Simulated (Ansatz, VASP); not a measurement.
# Two plane-wave programs on MgO

```
Mg O
1.0
     2.51737    0.00000    0.00000
     0.00000    2.62335    0.00000
     0.00000    0.00000    2.62335
Mg O
1 1
Direct
  0.00000 0.00000 0.00000
  0.50000 0.50000 0.50000
```

Change from the starting cell: uniaxial_x strain -4.0%.

Alike in both runs: task single point; functional HSE06; k mesh 6 × 6 × 6; no spin polarisation.

|  | VASP | Ansatz |
| --- | --- | --- |
| version | VASP 6.6.1 | Ansatz 0.2.0 |
| potentials or method | VASP PAW PBE potentials, release 64 (Mg, O) | plane waves, PAW |
| plane-wave cutoff (eV) | 520 | 420 |
| occupations | gaussian, width 0.01 eV | fixed |
| valence electrons in the cell | 8 | 16 |

VASP gave:

| Quantity | Value |
| --- | --- |
| gap on the k mesh at the Fermi level (eV) | 4.22 |
| pressure (GPa) | 6.1 |
| traceless stress, the component that is largest in VASP (GPa) | 20.55 |

Problem. Estimate Ansatz's values.

Solution. gap on the k mesh at the Fermi level (eV): 4.28; pressure (GPa): 6.5; traceless stress, the component that is largest in VASP (GPa): 20.49.

VASP's potentials hold 8 valence electrons a cell and Ansatz's 16, so a difference there can come from the potentials and not from the codes. Ansatz's warnings: stress exchange threshold loose, stress scf threshold loose.
